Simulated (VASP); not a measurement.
# CuO (Tenorite) (Cc) in VASP: notebook, part 2 of 2

VASP 6.6.1. Earlier steps stand in the parts before.

### Step 4. Single point, LDA (volume scaled by 0.94)

Contents of INCAR:

```
PREC = Accurate
ENCUT = 520
EDIFF = 1E-7
ISMEAR = -1
SIGMA = 0.05
LREAL = False
LASPH = True
NELM = 80
ALGO = Normal
ISIF = 2
LWAVE = False
LCHARG = True
LELF = True
LVHAR = True
NBANDS = 25
```

Contents of KPOINTS:

```
Automatic mesh
0
Gamma
  10 10 5
```

Contents of POSCAR:

```
CuO
1.0
    2.2967865698     -1.6784228387      0.0000000000
    2.2967865698      1.6784228387      0.0000000000
   -0.8429870921      0.0000000000      4.9561536082
Cu O
2 2
Direct
    0.4968000000      0.0032000000      0.5000000000
    0.0032000000      0.4968000000      0.0000000000
    0.4056000000      0.5714000000      0.7537000000
    0.5714000000      0.4056000000      0.2537000000
```

Potentials or basis: VASP PAW LDA potentials, release 64 (Cu, O).

Started as:

```bash
$ cat potpaw_LDA.64/Cu/POTCAR potpaw_LDA.64/O/POTCAR > POTCAR
$ mpirun -np 1 vasp_std > vasp.out
```

OUTCAR:

```text
PREC = Accurate
   ENCUT = 520
   EDIFF = 1E-7
   ISMEAR = -1
   LREAL = False
   LASPH = True
   NELM = 80
   ISIF = 2

 ion  position               nearest neighbor table
   1  0.497  0.003  0.500-   4 1.87   3 1.89   4 1.94   3 1.98
   2  0.003  0.497  0.000-   3 1.87   4 1.89   3 1.94   4 1.98
   3  0.406  0.571  0.754-   2 1.87   1 1.89   2 1.94   1 1.98
   4  0.571  0.406  0.254-   1 1.87   2 1.89   1 1.94   2 1.98

  LATTYP: Found a base centered monoclinic cell.
 ALAT       =     4.5935731396
 B/A-ratio  =     0.7307700510
 C/A-ratio  =     1.0944277397
 COS(beta)  =    -0.1676807457

  Lattice vectors:

 A1 = (   2.2967865698,  -1.6784228387,   0.0000000000)
 A2 = (   2.2967865698,   1.6784228387,   0.0000000000)
 A3 = (  -0.8429870921,   0.0000000000,   4.9561536082)

Analysis of symmetry for initial positions (statically):
=====================================================================
 Subroutine PRICEL returns:
 Original cell was already a primitive cell.

 Routine SETGRP: Setting up the symmetry group for a
 base centered monoclinic supercell.

 Subroutine GETGRP returns: Found  2 space group operations
 (whereof  1 operations were pure point group operations)
[... 165 lines left out ...]
  ---------------------------------------------------
  free energy    TOTEN  =       -23.15046687 eV

  energy without entropy =      -23.13216060  energy(sigma->0) =      -23.14131373

 E-fermi :   6.2224     XC(G=0): -12.7703

 val. band max:        6.2121962211   @ k =   0.5000   0.1000   0.2000
 cond. band min:       6.2274415954   @ k =  -0.1000   0.0000   0.4000
 fundamental gap:      0.0152453743
 Fermi energy:         6.2224038509

 k-point     1 :       0.0000    0.0000    0.0000
  band No.  band energies     occupation
      1     -13.9843      2.00000
      2     -12.4185      2.00000
      3      -2.5843      2.00000
      4       0.1793      2.00000
      5       0.5663      2.00000
      6       2.5001      2.00000
[... 661 lines left out ...]
     24      19.8845      0.00000
     25      20.8726      0.00000

 [... further k-points ...]
[... 5 lines left out ...]
  --------------------------------------------------------------------------------------
  -------------------------------------------------------------------------------------
  Total        0.6693882      0.8643682      0.6495725      0.0000000      0.0000000     -0.5114387
  in kB       28.0667335     36.2420344     27.2358830      0.0000000      0.0000000    -21.4440789
  external PRESSURE =      30.5148836 kB  Pullay stress =       0.0000000 kB

 VOLUME and BASIS-vectors are now :
 -----------------------------------------------------------------------------
  energy-cutoff  :      520.00
  volume of cell :       38.21
      direct lattice vectors                 reciprocal lattice vectors
     2.296786570 -1.678422839  0.000000000     0.217695456 -0.297898711  0.037027597
     2.296786570  1.678422839  0.000000000     0.217695456  0.297898711  0.037027597
    -0.842987092  0.000000000  4.956153608     0.000000000  0.000000000  0.201769372

 POSITION                                       TOTAL-FORCE (eV/Angst)
 -----------------------------------------------------------------------------------
      0.72690     -0.82847      2.47808        -0.740999     -0.418187      0.290331
      1.14839      0.82847      0.00000        -0.740999      0.418187      0.290331
      1.60860      0.27828      3.73545         0.740999     -0.271293     -0.290331
      2.03009     -0.27828      1.25738         0.740999      0.271293     -0.290331
 -----------------------------------------------------------------------------------
    total drift:                                0.000281      0.000000      0.000607

  FREE ENERGIE OF THE ION-ELECTRON SYSTEM (eV)
  ---------------------------------------------------
  free  energy   TOTEN  =       -23.1504668691 eV

  energy  without entropy=      -23.1321605994  energy(sigma->0) =      -23.14131373
```

OSZICAR:

```text
N       E                     dE             d eps       ncg     rms          rms(c)
DAV:   1     0.290338867958E+03    0.29034E+03   -0.16493E+04  7580   0.224E+03
DAV:   2     0.650999609310E+01   -0.28383E+03   -0.26156E+03  7173   0.404E+02
DAV:   3    -0.279563782486E+02   -0.34466E+02   -0.32632E+02  8580   0.157E+02
DAV:   4    -0.290887729287E+02   -0.11324E+01   -0.11261E+01  9041   0.305E+01
DAV:   5    -0.291077048126E+02   -0.18932E-01   -0.18923E-01  9191   0.352E+00    0.172E+01
DAV:   6    -0.263293348693E+02    0.27784E+01   -0.33717E+01 10000   0.157E+02    0.125E+01
DAV:   7    -0.231299900645E+02    0.31993E+01   -0.94319E+00  8568   0.117E+02    0.255E+00
DAV:   8    -0.232048074819E+02   -0.74817E-01   -0.14188E+00  8157   0.839E+00    0.163E+00
DAV:   9    -0.231544332635E+02    0.50374E-01   -0.45984E-02 12251   0.670E+00    0.454E-01
DAV:  10    -0.231515520382E+02    0.28812E-02   -0.11265E-02 10499   0.159E+00    0.307E-01
DAV:  11    -0.231504564189E+02    0.10956E-02   -0.52253E-03 10777   0.674E-01    0.445E-02
DAV:  12    -0.231504783060E+02   -0.21887E-04   -0.20944E-04  8829   0.156E-01    0.389E-02
DAV:  13    -0.231504684410E+02    0.98650E-05   -0.14138E-05 11195   0.614E-02    0.106E-02
DAV:  14    -0.231504670306E+02    0.14104E-05   -0.43795E-06 10261   0.203E-02    0.401E-03
DAV:  15    -0.231504668679E+02    0.16272E-06   -0.69409E-07 10883   0.988E-03    0.542E-04
DAV:  16    -0.231504668691E+02   -0.12569E-08   -0.30457E-08  4087   0.255E-03
   1 F= -.23150467E+02 E0= -.23141314E+02  d E =-.183063E-01
```

stdout:

```text
POSCAR found type information on POSCAR CuO
 POSCAR found :  2 types and       4 ions
 scaLAPACK will be used
 LDA part: xc-table for (Slater(with rela. corr.)+CA(PZ))
 , standard interpolation
 POSCAR, INCAR and KPOINTS ok, starting setup
 FFT: planning ... GRIDC
 FFT: planning ... GRID_SOFT
 FFT: planning ... GRID
 WAVECAR not read
 entering main loop
```

Run time: 76 s. Hardware: 1 thread of AMD EPYC 9R45 (Zen 5), shared host; peak memory 0.2 GiB.

Results:

* Free energy: -23.1505 eV
* Pressure: 3.1 GPa
* Largest force: 0.899 eV/Å
* Band gap on the k mesh: zero (band 17 reaches 6.50 eV, above the bottom of band 18 at 5.89 eV)

Forces on the atoms (eV/Å):
```
Cu  -0.741 -0.418  0.290
Cu  -0.741  0.418  0.290
O    0.741 -0.271 -0.290
O    0.741  0.271 -0.290
```

Stress tensor (GPa, compression positive):
```
 2.81  0.00 -2.14
 0.00  3.62  0.00
-2.14  0.00  2.72
```

Caveat: semilocal functionals often make such compounds metallic where correlation or magnetic order opens a gap, which also shifts bond lengths.

### Step 5. Single point, LDA (volume scaled by 0.96)

Contents of INCAR:

```
SYSTEM = CuO
ALGO = Normal
EDIFF = 1E-6
ENCUT = 520
GGA = CA
ISIF = 2
ISMEAR = -1
LASPH = .True.
LCHARG = .False.
LREAL = .False.
LWAVE = .False.
NBANDS = 25
NELM = 60
PREC = Accurate
SIGMA = 0.05
```

Contents of KPOINTS:

```
k-points
0
Gamma
  10 10 5
  0 0 0
```

Contents of POSCAR:

```
CuO
1.0
    2.3129616560     -1.6902431073      0.0000000000
    2.3129616560      1.6902431073      0.0000000000
   -0.8489238166      0.0000000000      4.9910572484
Cu O
2 2
Direct
    0.4968000000      0.0032000000      0.5000000000
    0.0032000000      0.4968000000      0.0000000000
    0.4056000000      0.5714000000      0.7537000000
    0.5714000000      0.4056000000      0.2537000000
```

Started as:

```bash
$ cat potpaw_LDA.64/Cu/POTCAR potpaw_LDA.64/O/POTCAR > POTCAR
$ mpirun -np 1 vasp_std > vasp.out
```

It took 71 s on 1 thread of AMD EPYC 9R45 (Zen 5), shared host; peak memory 0.19 GiB.

The run converged. Its results:

| Quantity | Value |
| --- | --- |
| Free energy | -23.1558 eV |
| Pressure | -1.4 GPa |
| Largest force | 0.827 eV/Å |
| Band gap on the k mesh | zero (band 17 reaches 6.19 eV, above the bottom of band 18 at 5.59 eV) |

Forces on the atoms (eV/Å):
```
Cu  -0.686 -0.378  0.265
Cu  -0.686  0.378  0.265
O    0.686 -0.344 -0.265
O    0.686  0.344 -0.265
```

Stress tensor (GPa, compression positive):
```
-1.82  0.00 -1.47
 0.00  0.22  0.00
-1.47  0.00 -2.51
```

Levels at points of the mesh, in eV from the Fermi level:
```tsv
k point	band 14	band 15	band 16	band 17	band 18	band 19	band 20	band 21
(0.00, 0.00, 0.00)	-2.34	-2.26	-1.72	0.24	0.96	1.89	6.03	8.32
(0.50, 0.00, 0.00)	-1.67	-1.56	-1.46	-0.04	0.29	4.78	6.43	7.08
(0.50, 0.50, 0.00)	-2.24	-1.73	-1.27	-0.67	1.11	3.19	7.08	8.53
```

Caveat: semilocal functionals often make such compounds metallic where correlation or magnetic order opens a gap, which also shifts bond lengths.

### Step 6. Summary

```csv
cell,gap on the mesh (eV),pressure (GPa),largest force (eV/Å)
"a = 2.942, b = 2.942, c = 5.200 Å, angles 97.8, 97.8, 72.3°, 4 atoms",none,-14.6,0.78
"a = 2.904, b = 2.904, c = 5.132 Å, angles 97.8, 97.8, 72.3°, 4 atoms",none,-8.8,0.78
"a = 2.845, b = 2.845, c = 5.027 Å, angles 97.8, 97.8, 72.3°, 4 atoms",none,3.1,0.90
"a = 2.865, b = 2.865, c = 5.063 Å, angles 97.8, 97.8, 72.3°, 4 atoms",none,-1.4,0.83
```

Alike in all rows: task single point; level LDA; potentials or basis VASP PAW LDA potentials, release 64 (Cu, O); no spin polarisation; k mesh 10 × 10 × 5; cutoff (eV) 520; smearing fermi-dirac 0.05 eV.

Caveats: semilocal functionals often make such compounds metallic where correlation or magnetic order opens a gap, which also shifts bond lengths.

Total energies depend on the potentials used, so only differences within one code and one set of settings carry meaning.
